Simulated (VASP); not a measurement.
# In3Sb (Pm-3m) in VASP: single point with r2SCAN

Aim: the single point of In3Sb with r2SCAN.

Everything below comes from runs of VASP 6.6.1. Logs are shortened: lines on timing, memory, paths and dates and some standing lists are left out, and cuts for length are marked.

## 1. The cell of the first run

Symmetry: Pm-3m, No. 221, cubic system. The conventional cell has a = 4.837 Å, b = 4.837 Å, c = 4.837 Å, α = 90.00°, β = 90.00°, γ = 90.00°. Within 4.5 Å of In (site symmetry 4/mmm) lie 8 In at 3.42 Å and 4 Sb at 3.42 Å. Within 4.5 Å of Sb (site symmetry m-3m) lie 12 In at 3.42 Å.

## 2. Single point, r2SCAN

File POSCAR:

```
In3Sb
1.0
    4.8369620000      0.0000000000      0.0000000000
    0.0000000000      4.8369620000      0.0000000000
    0.0000000000      0.0000000000      4.8369620000
In Sb
3 1
Direct
    0.5000000000      0.5000000000      0.0000000000
    0.5000000000      0.0000000000      0.5000000000
    0.0000000000      0.5000000000      0.5000000000
    0.0000000000      0.0000000000      0.0000000000
```

File INCAR.step1:

```
SYSTEM = In3Sb
  ALGO = Normal
  EDIFF = 1E-4
  ENCUT = 520
  GGA = PE
  ISMEAR = 0
  LASPH = .TRUE.
  LCHARG = .FALSE.
  LREAL = .FALSE.
  LWAVE = .TRUE.
  NBANDS = 30
  NELM = 60
  PREC = Accurate
  SIGMA = 0.05
```

File INCAR.step2:

```
SYSTEM = In3Sb
  ALGO = Normal
  EDIFF = 1E-6
  ENCUT = 520
  ISIF = 2
  ISMEAR = 0
  ISTART = 1
  LASPH = .TRUE.
  LCHARG = .TRUE.
  LELF = .TRUE.
  LMIXTAU = .TRUE.
  LREAL = .FALSE.
  LVHAR = .TRUE.
  LWAVE = .FALSE.
  METAGGA = R2SCAN
  NBANDS = 30
  NELM = 60
  PREC = Accurate
  SIGMA = 0.05
```

File KPOINTS:

```
k-points
0
G
  8 8 8
  0 0 0
```

Potentials or basis: VASP PAW PBE potentials, release 64 (In_d, Sb).

Launch:

```bash
> cat potpaw_PBE.64/In_d/POTCAR potpaw_PBE.64/Sb/POTCAR > POTCAR
> cp INCAR.step1 INCAR
> mpirun -np 1 vasp_std > vasp.out
> cp INCAR.step2 INCAR
> mpirun -np 1 vasp_std > vasp.out
```

OUTCAR:

```text
SYSTEM = In3Sb
   EDIFF = 1E-6
   ENCUT = 520
   ISIF = 2
   ISMEAR = 0
   ISTART = 1
   LASPH = .TRUE.
   LREAL = .FALSE.
   METAGGA = R2SCAN
   NELM = 60
   PREC = Accurate

 ion  position               nearest neighbor table
   1  0.500  0.500  0.000-   2 3.42   3 3.42   4 3.42   2 3.42   3 3.42   2 3.42   4 3.42   2 3.42
                             3 3.42   4 3.42   3 3.42   4 3.42
   2  0.500  0.000  0.500-   1 3.42   3 3.42   4 3.42   1 3.42   4 3.42   1 3.42   3 3.42   1 3.42
                             3 3.42   4 3.42   4 3.42   3 3.42
   3  0.000  0.500  0.500-   1 3.42   2 3.42   4 3.42   1 3.42   4 3.42   2 3.42   4 3.42   4 3.42
                             1 3.42   2 3.42   1 3.42   2 3.42
   4  0.000  0.000  0.000-   1 3.42   2 3.42   3 3.42   2 3.42   3 3.42   1 3.42   3 3.42   3 3.42
                             1 3.42   2 3.42   2 3.42   1 3.42

  LATTYP: Found a simple cubic cell.
 ALAT       =     4.8369620000

  Lattice vectors:

 A1 = (   4.8369620000,   0.0000000000,   0.0000000000)
 A2 = (   0.0000000000,   4.8369620000,   0.0000000000)
 A3 = (   0.0000000000,   0.0000000000,   4.8369620000)

Analysis of symmetry for initial positions (statically):
=====================================================================
 Subroutine PRICEL returns:
 Original cell was already a primitive cell.

 Routine SETGRP: Setting up the symmetry group for a
 simple cubic supercell.

 Subroutine GETGRP returns: Found 48 space group operations
 (whereof 48 operations were pure point group operations)
 out of a pool of 48 trial point group operations.

The static configuration has the point symmetry O_h .

Analysis of symmetry for dynamics (positions and initial velocities):
=====================================================================
 Subroutine PRICEL returns:
 Original cell was already a primitive cell.

 Routine SETGRP: Setting up the symmetry group for a
 simple cubic supercell.

 Subroutine GETGRP returns: Found 48 space group operations
 (whereof 48 operations were pure point group operations)
 out of a pool of 48 trial point group operations.

The dynamic configuration has the point symmetry O_h .

 Subroutine INISYM returns: Found 48 space group operations
 (whereof 48 operations are pure point group operations),
 and found     1 'primitive' translations
[... 89 lines left out ...]
 SYSTEM =  In3Sb
   PREC   = accura    normal or accurate (medium, high low for compatibility)
   ISTART =      1    job   : 0-new  1-cont  2-samecut
   ICHARG =      0    charge: 1-file 2-atom 10-const
   ISPIN  =      1    spin polarized calculation?
   LNONCOLLINEAR =      F non collinear calculations
   LSORBIT =      F    spin-orbit coupling
   LASPH  =      T    aspherical Exc in radial PAW
   ENCUT  =  520.0 eV  38.22 Ry    6.18 a.u.   8.99  8.99  8.99*2*pi/ulx,y,z
   NELM   =     60;   NELMIN=  2; NELMDL=  0     # of ELM steps
   EDIFF  = 0.1E-05   stopping-criterion for ELM
   LREAL  =      F    real-space projection
   EDIFFG = 0.1E-04   stopping-criterion for IOM
   NSW    =      0    number of steps for IOM
   IBRION =     -1    ionic relax: 0-MD 1-quasi-New 2-CG
   NFREE  =      0    steps in history (QN), initial steepest desc. (CG)
   ISIF   =      2    stress and relaxation
   ISYM   =      2    0-nonsym 1-usesym 2-fastsym
   POTIM  = 0.5000    time-step for ionic-motion
   TEBEG  =    0.0;   TEEND  =   0.0 temperature during run
   PSTRESS=    0.0 pullay stress
   NELECT =      44.0000    total number of electrons
   NUPDOWN=      -1.0000    fix difference up-down
   EMIN   =  10.00;   EMAX   =-10.00  energy-range for DOS
   EFERMI =   0.00;   METHOD = LEGACY
   ISMEAR =     0;   SIGMA  =   0.05  broadening in eV -4-tet -1-fermi 0-gaus
   EFERMI_NEDOS =   21; number of points for ismear=-14 and -15
   IALGO  =     38    algorithm
   IMIX   =      4    mixing-type and parameters
     AMIX     =   0.40;   BMIX     =  1.00
     AMIX_MAG =   1.60;   BMIX_MAG =  1.00
  volume/ion in A,a.u.               =      28.29       190.92
  Fermi-wavevector in a.u.,A,eV,Ry     =   1.194867  2.257972 19.425148  1.427708
  Thomas-Fermi vector in A             =   2.330847
   LORBIT       =      0    0 simple, 1 ext, 2 COOP (PROOUT), +10 PAW based schemes
   METAGGA = R2SCAN    functional components
   LHFCALC =     F    Hartree Fock is set to
   AEXX    =    0.0000 exact exchange contribution
   IVDW    =     0    specifies the selected vdW correction
   LEPSILON=     F    determine dielectric tensor
   LRPA    =     F    only Hartree local field effects (RPA)
 non-spin polarized calculation
 Gauss-broadening in eV      SIGMA  =   0.05
  energy-cutoff  :      520.00
  volume of cell :      113.17
 maximum number of plane-waves:      3112
 NGX is ok and might be reduce to    36
   NGX = 17   NGY = 17   NGZ = 17

 number of electron      43.9999994 magnetization

 Free energy of the ion-electron system (eV)
  ---------------------------------------------------
  ext. energy  EPLUGINS =         0.00000000
  ---------------------------------------------------
  free energy    TOTEN  =       -93.19000222 eV

  energy without entropy =      -93.18539567  energy(sigma->0) =      -93.18769895

 E-fermi :   6.7917     XC(G=0): -10.5959

 val. band max:        6.7784910140   @ k =   0.3750   0.3750   0.2500
 cond. band min:       6.7979465728   @ k =   0.2500   0.1250   0.0000
 fundamental gap:      0.0194555588
 Fermi energy:         6.7917106924

 k-point     1 :       0.0000    0.0000    0.0000
  band No.  band energies     occupation
      1      -8.4187      2.00000
      2      -8.4187      2.00000
      3      -8.4187      2.00000
      4      -8.4177      2.00000
      5      -8.2861      2.00000
      6      -8.2861      2.00000
[... 781 lines left out ...]
     29      12.3524      0.00000
     30      14.0306      0.00000

 [... further k-points ...]
[... 5 lines left out ...]
  --------------------------------------------------------------------------------------
  -------------------------------------------------------------------------------------
  Total       -1.0500875     -1.0500875     -1.0500875     -0.0000000     -0.0000000      0.0000000
  in kB      -14.8668187    -14.8668187    -14.8668187     -0.0000000     -0.0000000      0.0000000
  external PRESSURE =     -14.8668187 kB  Pullay stress =       0.0000000 kB

 VOLUME and BASIS-vectors are now :
 -----------------------------------------------------------------------------
  energy-cutoff  :      520.00
  volume of cell :      113.17
      direct lattice vectors                 reciprocal lattice vectors
     4.836962000  0.000000000  0.000000000     0.206741339  0.000000000  0.000000000
     0.000000000  4.836962000  0.000000000     0.000000000  0.206741339  0.000000000
     0.000000000  0.000000000  4.836962000     0.000000000  0.000000000  0.206741339

 POSITION                                       TOTAL-FORCE (eV/Angst)
 -----------------------------------------------------------------------------------
      2.41848      2.41848      0.00000         0.000000      0.000000      0.000000
      2.41848      0.00000      2.41848         0.000000      0.000000      0.000000
      0.00000      2.41848      2.41848         0.000000      0.000000      0.000000
      0.00000      0.00000      0.00000         0.000000      0.000000      0.000000
 -----------------------------------------------------------------------------------
    total drift:                                0.000000      0.000000      0.000000

  FREE ENERGIE OF THE ION-ELECTRON SYSTEM (eV)
  ---------------------------------------------------
  free  energy   TOTEN  =       -93.1900022206 eV

  energy  without entropy=      -93.1853956698  energy(sigma->0) =      -93.18769895
```

OUTCAR.step1:

```text
SYSTEM = In3Sb
   EDIFF = 1E-4
   ENCUT = 520
   GGA = PE
   ISMEAR = 0
[... 1025 lines left out ...]
      2.41848      2.41848      0.00000         0.000000      0.000000      0.000000
      2.41848      0.00000      2.41848         0.000000      0.000000      0.000000
      0.00000      2.41848      2.41848         0.000000      0.000000      0.000000
      0.00000      0.00000      0.00000         0.000000      0.000000      0.000000
 -----------------------------------------------------------------------------------
    total drift:                                0.000000      0.000000      0.000000

  FREE ENERGIE OF THE ION-ELECTRON SYSTEM (eV)
  ---------------------------------------------------
  free  energy   TOTEN  =       -11.7234509004 eV

  energy  without entropy=      -11.7174098851  energy(sigma->0) =      -11.72043039
```

OSZICAR.step1:

```text
N       E                     dE             d eps       ncg     rms          rms(c)
DAV:   1     0.391348181468E+03    0.39135E+03   -0.20436E+04  2100   0.179E+03
DAV:   2     0.239056273685E+02   -0.36744E+03   -0.36041E+03  2106   0.433E+02
DAV:   3    -0.104442433010E+02   -0.34350E+02   -0.33738E+02  2556   0.153E+02
DAV:   4    -0.117537654103E+02   -0.13095E+01   -0.13079E+01  2452   0.323E+01
DAV:   5    -0.118254143100E+02   -0.71649E-01   -0.71645E-01  3192   0.631E+00    0.381E+00
DAV:   6    -0.117337407107E+02    0.91674E-01   -0.24032E-01  2730   0.493E+00    0.210E+00
DAV:   7    -0.117250389603E+02    0.87018E-02   -0.42395E-02  2692   0.172E+00    0.644E-01
DAV:   8    -0.117235427906E+02    0.14962E-02   -0.28887E-03  2708   0.357E-01    0.202E-01
DAV:   9    -0.117234509004E+02    0.91890E-04   -0.73577E-04  2180   0.179E-01
   1 F= -.11723451E+02 E0= -.11720430E+02  d E =-.604102E-02
```

Run time: 8.6 min. Hardware: 1 thread of AMD EPYC 7R13, shared host; peak memory 0.25 GiB.

Results:

* Free energy: -93.1900 eV
* Pressure: -1.5 GPa
* Band gap on the k mesh: zero (band 22 reaches 7.25 eV, above the bottom of band 23 at 3.58 eV)

Caveat: the PAW data sets were made with another functional, which shifts forces and pressure a little; spin-orbit coupling is left out, which moves the levels of the heavy elements.
